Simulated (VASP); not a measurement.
# Hg (Pm-3n) in VASP: notebook

Runs on Hg. Level: PBE. Tasks: single point, relaxation of cell and atoms.

Program: VASP 6.6.1. These are calculated values, not measurements. Logs are shortened: lines on timing, memory, paths and dates and some standing lists are left out, and cuts for length are marked.

### 1 The cell of the first run

It takes space group Pm-3n (No. 223, cubic). Conventional cell: a = 6.318 Å, b = 6.318 Å, c = 6.318 Å, α = 90.00°, β = 90.00°, γ = 90.00°. Hg (site symmetry m-3) has 12 Hg at 3.53 Å within 4.6 Å. Within 4.2 Å of Hg (site symmetry -4m2) lie 14 Hg at 3.16 to 3.87 Å.

### 2 Single point, PBE

Contents of INCAR:

```
SYSTEM = Hg
ALGO = Normal
EDIFF = 1E-6
ENCUT = 500
GGA = PE
GGA_COMPAT = .FALSE.
ISIF = 2
ISMEAR = -1
LASPH = .TRUE.
LCHARG = .FALSE.
LREAL = .FALSE.
LWAVE = .FALSE.
NBANDS = 58
NELM = 120
PREC = Accurate
SIGMA = 0.1
```

Contents of KPOINTS:

```
k-points
0
G
  5 5 5
  0 0 0
```

Contents of POSCAR:

```
Hg
1.0
    6.3182042160      0.0000000000      0.0000000000
    0.0000000000      6.3182042160      0.0000000000
    0.0000000000      0.0000000000      6.3182042160
Hg
8
Direct
    0.0000000000      0.0000000000      0.0000000000
    0.5000000000      0.5000000000      0.5000000000
    0.2500000000      0.0000000000      0.5000000000
    0.7500000000      1.0000000000      0.5000000000
    0.5000000000      0.2500000000      0.0000000000
    0.5000000000      0.7500000000      0.0000000000
    1.0000000000      0.5000000000      0.2500000000
    1.0000000000      0.5000000000      0.7500000000
```

Potentials or basis: VASP PAW PBE potentials, release 64 (Hg).

On the command line:

```console
> cat potpaw_PBE.64/Hg/POTCAR > POTCAR
> mpirun -np 1 vasp_std > vasp.out
```

OUTCAR:

```text
SYSTEM = Hg
   EDIFF = 1E-6
   ENCUT = 500
   GGA = PE
   ISIF = 2
   ISMEAR = -1
   LASPH = .TRUE.
   LREAL = .FALSE.
   NELM = 120
   PREC = Accurate

 ion  position               nearest neighbor table
   1  0.000  0.000  0.000-   3 3.53   4 3.53   5 3.53   6 3.53   7 3.53   8 3.53   3 3.53   4 3.53
                             7 3.53   8 3.53   5 3.53   6 3.53
   2  0.500  0.500  0.500-   3 3.53   4 3.53   5 3.53   6 3.53   7 3.53   8 3.53   5 3.53   6 3.53
                             3 3.53   4 3.53   7 3.53   8 3.53
   3  0.250  0.000  0.500-   4 3.16   4 3.16   1 3.53   1 3.53   2 3.53   2 3.53   8 3.87   5 3.87
                             5 3.87   6 3.87   6 3.87   7 3.87   8 3.87   7 3.87
   4  0.750  0.000  0.500-   3 3.16   3 3.16   1 3.53   1 3.53   2 3.53   2 3.53   8 3.87   5 3.87
                             5 3.87   6 3.87   6 3.87   7 3.87   8 3.87   7 3.87
   5  0.500  0.250  0.000-   6 3.16   6 3.16   1 3.53   2 3.53   2 3.53   1 3.53   8 3.87   4 3.87
                             3 3.87   4 3.87   3 3.87   7 3.87   7 3.87   8 3.87
   6  0.500  0.750  0.000-   5 3.16   5 3.16   1 3.53   2 3.53   2 3.53   1 3.53   8 3.87   4 3.87
                             3 3.87   4 3.87   3 3.87   7 3.87   7 3.87   8 3.87
   7  0.000  0.500  0.250-   8 3.16   8 3.16   1 3.53   2 3.53   1 3.53   2 3.53   3 3.87   4 3.87
                             5 3.87   3 3.87   4 3.87   6 3.87   5 3.87   6 3.87
   8  0.000  0.500  0.750-   7 3.16   7 3.16   1 3.53   2 3.53   1 3.53   2 3.53   3 3.87   4 3.87
                             5 3.87   3 3.87   4 3.87   6 3.87   5 3.87   6 3.87

  LATTYP: Found a simple cubic cell.
 ALAT       =     6.3182042160

  Lattice vectors:

 A1 = (   6.3182042160,   0.0000000000,   0.0000000000)
 A2 = (   0.0000000000,   6.3182042160,   0.0000000000)
 A3 = (   0.0000000000,   0.0000000000,   6.3182042160)

Analysis of symmetry for initial positions (statically):
=====================================================================
 Subroutine PRICEL returns:
 Original cell was already a primitive cell.

 Routine SETGRP: Setting up the symmetry group for a
 simple cubic supercell.

 Subroutine GETGRP returns: Found 48 space group operations
 (whereof 24 operations were pure point group operations)
 out of a pool of 48 trial point group operations.

The static configuration has the point symmetry T_h .
 The point group associated with its full space group is O_h .

Analysis of symmetry for dynamics (positions and initial velocities):
=====================================================================
 Subroutine PRICEL returns:
 Original cell was already a primitive cell.

 Routine SETGRP: Setting up the symmetry group for a
 simple cubic supercell.

 Subroutine GETGRP returns: Found 48 space group operations
 (whereof 24 operations were pure point group operations)
 out of a pool of 48 trial point group operations.

The dynamic configuration has the point symmetry T_h .
 The point group associated with its full space group is O_h .

 Subroutine INISYM returns: Found 48 space group operations
 (whereof 24 operations are pure point group operations),
 and found     1 'primitive' translations

----------------------------------------------------------------------------------------

                                     Primitive cell

  volume of cell :     252.2208

  direct lattice vectors                    reciprocal lattice vectors
     6.318204216  0.000000000  0.000000000     0.158272820  0.000000000  0.000000000
     0.000000000  6.318204216  0.000000000     0.000000000  0.158272820  0.000000000
     0.000000000  0.000000000  6.318204216     0.000000000  0.000000000  0.158272820

  length of vectors
     6.318204216  6.318204216  6.318204216     0.158272820  0.158272820  0.158272820

  position of ions in fractional coordinates (direct lattice)
     0.000000000  0.000000000  0.000000000
     0.500000000  0.500000000  0.500000000
     0.250000000  0.000000000  0.500000000
     0.750000000  0.000000000  0.500000000
     0.500000000  0.250000000  0.000000000
     0.500000000  0.750000000  0.000000000
     0.000000000  0.500000000  0.250000000
     0.000000000  0.500000000  0.750000000

  ion indices of the primitive-cell ions
   primitive index   ion index
                 1           1
                 2           2
                 3           3
                 4           4
                 5           5
                 6           6
                 7           7
                 8           8

----------------------------------------------------------------------------------------

 KPOINTS: k-points

Automatic generation of k-mesh.
 Grid dimensions read from file:
 generate k-points for:    5    5    5

 Generating k-lattice:

  Cartesian coordinates                     Fractional coordinates (reciprocal lattice)
     0.031654564  0.000000000  0.000000000     0.200000000  0.000000000  0.000000000
     0.000000000  0.031654564  0.000000000     0.000000000  0.200000000  0.000000000
     0.000000000  0.000000000  0.031654564     0.000000000  0.000000000  0.200000000

  Length of vectors
     0.031654564  0.031654564  0.031654564

  Shift w.r.t. Gamma in fractional coordinates (k-lattice)
     0.000000000  0.000000000  0.000000000

 Subroutine IBZKPT returns following result:
 ===========================================

 Found     10 irreducible k-points:

 Following reciprocal coordinates:
            Coordinates               Weight
  0.000000  0.000000  0.000000      1.000000
  0.200000  0.000000  0.000000      6.000000
  0.400000  0.000000  0.000000      6.000000
  0.200000  0.200000  0.000000     12.000000
  0.400000  0.200000  0.000000     24.000000
  0.400000  0.400000  0.000000     12.000000
  0.200000  0.200000  0.200000      8.000000
  0.400000  0.200000  0.200000     24.000000
  0.400000  0.400000  0.200000     24.000000
  0.400000  0.400000  0.400000      8.000000
   k-points           NKPTS =     10   k-points in BZ     NKDIM =     10   number of bands    NBANDS=     58
   number of dos      NEDOS =    301   number of ions     NIONS =      8
   total plane-waves  NPLWV = 110592
   dimension x,y,z NGX =    48 NGY =   48 NGZ =   48
   dimension x,y,z NGXF=    96 NGYF=   96 NGZF=   96
   ions per type =               8
   NGX,Y,Z   is equivalent  to a cutoff of  12.63, 12.63, 12.63 a.u.
   NGXF,Y,Z  is equivalent  to a cutoff of  25.26, 25.26, 25.26 a.u.
 SYSTEM =  Hg
   PREC   = accura    normal or accurate (medium, high low for compatibility)
   ISTART =      0    job   : 0-new  1-cont  2-samecut
   ICHARG =      2    charge: 1-file 2-atom 10-const
   ISPIN  =      1    spin polarized calculation?
   LNONCOLLINEAR =      F non collinear calculations
   LSORBIT =      F    spin-orbit coupling
   LASPH  =      T    aspherical Exc in radial PAW
   ENCUT  =  500.0 eV  36.75 Ry    6.06 a.u.  11.52 11.52 11.52*2*pi/ulx,y,z
   NELM   =    120;   NELMIN=  2; NELMDL= -5     # of ELM steps
   EDIFF  = 0.1E-05   stopping-criterion for ELM
   LREAL  =      F    real-space projection
   EDIFFG = 0.1E-04   stopping-criterion for IOM
   NSW    =      0    number of steps for IOM
   IBRION =     -1    ionic relax: 0-MD 1-quasi-New 2-CG
   NFREE  =      0    steps in history (QN), initial steepest desc. (CG)
   ISIF   =      2    stress and relaxation
   ISYM   =      2    0-nonsym 1-usesym 2-fastsym
   POTIM  = 0.5000    time-step for ionic-motion
   TEBEG  =    0.0;   TEEND  =   0.0 temperature during run
   PSTRESS=    0.0 pullay stress
   NELECT =      96.0000    total number of electrons
   NUPDOWN=      -1.0000    fix difference up-down
   EMIN   =  10.00;   EMAX   =-10.00  energy-range for DOS
   EFERMI =   0.00;   METHOD = LEGACY
   ISMEAR =    -1;   SIGMA  =   0.10  broadening in eV -4-tet -1-fermi 0-gaus
   EFERMI_NEDOS =   21; number of points for ismear=-14 and -15
   IALGO  =     38    algorithm
   IMIX   =      4    mixing-type and parameters
     AMIX     =   0.40;   BMIX     =  1.00
     AMIX_MAG =   1.60;   BMIX_MAG =  1.00
  volume/ion in A,a.u.               =      31.53       212.76
  Fermi-wavevector in a.u.,A,eV,Ry     =   1.186419  2.242008 19.151439  1.407591
  Thomas-Fermi vector in A             =   2.322593
   LORBIT       =      0    0 simple, 1 ext, 2 COOP (PROOUT), +10 PAW based schemes
   GGA     = PE    functional components
   LHFCALC =     F    Hartree Fock is set to
   AEXX    =    0.0000 exact exchange contribution
   IVDW    =     0    specifies the selected vdW correction
   LEPSILON=     F    determine dielectric tensor
   LRPA    =     F    only Hartree local field effects (RPA)
 non-spin polarized calculation
  energy-cutoff  :      500.00
  volume of cell :      252.22
 maximum number of plane-waves:      6443
 NGX is ok and might be reduce to    48
   NGX = 23   NGY = 23   NGZ = 23

 number of electron      96.0000021 magnetization

 Free energy of the ion-electron system (eV)
  ---------------------------------------------------
  ext. energy  EPLUGINS =         0.00000000
  ---------------------------------------------------
  free energy    TOTEN  =        -1.43709032 eV

  energy without entropy =       -1.43185246  energy(sigma->0) =       -1.43447139

 E-fermi :   0.6845     XC(G=0):  -9.2979

 val. band max:        0.3509929167   @ k =   0.0000   0.0000   0.0000
 cond. band min:       1.0931650305   @ k =   0.4000   0.0000   0.0000
 fundamental gap:      0.7421721137
 Fermi energy:         0.6844887743

 k-point     1 :       0.0000    0.0000    0.0000
  band No.  band energies     occupation
      1      -6.3636      2.00000
      2      -6.1840      2.00000
      3      -6.1840      2.00000
      4      -5.8416      2.00000
      5      -5.7694      2.00000
      6      -5.7694      2.00000
[... 50 lines left out ...]
     57       4.8778      0.00000
     58       4.8778      0.00000

 k-point     2 :       0.2000    0.0000    0.0000
  band No.  band energies     occupation
      1      -6.2614      2.00000
      2      -6.1814      2.00000
      3      -6.0729      2.00000
      4      -5.8532      2.00000
      5      -5.7720      2.00000
      6      -5.7427      2.00000
[... 483 lines left out ...]
      2      -5.7259      2.00000
      3      -5.7072      2.00000
      4      -5.7072      2.00000
      5      -5.6897      2.00000
      6      -5.6831      2.00000
[... 50 lines left out ...]
     57       6.1231      0.00000
     58       6.3213      0.00000

------------------------ aborting loop because EDIFF is reached ----------------------------------------

  FORCE on cell =-STRESS in cart. coord.  units (eV):
  Direction    XX          YY          ZZ          XY          YZ          ZX
  --------------------------------------------------------------------------------------
  -------------------------------------------------------------------------------------
  Total        0.0942348      0.0942348      0.0942348      0.0000000      0.0000000      0.0000000
  in kB        0.5986056      0.5986056      0.5986056      0.0000000      0.0000000      0.0000000
  external PRESSURE =       0.5986056 kB  Pullay stress =       0.0000000 kB

 VOLUME and BASIS-vectors are now :
 -----------------------------------------------------------------------------
  energy-cutoff  :      500.00
  volume of cell :      252.22
      direct lattice vectors                 reciprocal lattice vectors
     6.318204216  0.000000000  0.000000000     0.158272820  0.000000000  0.000000000
     0.000000000  6.318204216  0.000000000     0.000000000  0.158272820  0.000000000
     0.000000000  0.000000000  6.318204216     0.000000000  0.000000000  0.158272820

 POSITION                                       TOTAL-FORCE (eV/Angst)
 -----------------------------------------------------------------------------------
      0.00000      0.00000      0.00000         0.000000      0.000000      0.000000
      3.15910      3.15910      3.15910         0.000000      0.000000      0.000000
      1.57955      0.00000      3.15910        -0.000000     -0.000000     -0.000000
      4.73865      0.00000      3.15910         0.000000     -0.000000      0.000000
      3.15910      1.57955      0.00000        -0.000000      0.000000     -0.000000
      3.15910      4.73865      0.00000         0.000000      0.000000     -0.000000
      0.00000      3.15910      1.57955        -0.000000      0.000000     -0.000000
      0.00000      3.15910      4.73865         0.000000      0.000000      0.000000
 -----------------------------------------------------------------------------------
    total drift:                                0.000000     -0.000000      0.000000

  FREE ENERGIE OF THE ION-ELECTRON SYSTEM (eV)
  ---------------------------------------------------
  free  energy   TOTEN  =        -1.4370903221 eV

  energy  without entropy=       -1.4318524599  energy(sigma->0) =       -1.43447139
```

Run time: 3.8 min. Hardware: 1 thread of AMD EPYC 7R13, shared host; peak memory 0.32 GiB.

Results:

- Free energy: -1.4371 eV
- Pressure: 0.1 GPa
- Band gap on the k mesh: 0.74 eV, indirect (least direct gap 1.21 eV)

Caveat: spin-orbit coupling is left out, which moves the levels of the heavy elements. A k mesh can miss the band edges.

[end of part 1 of 2]
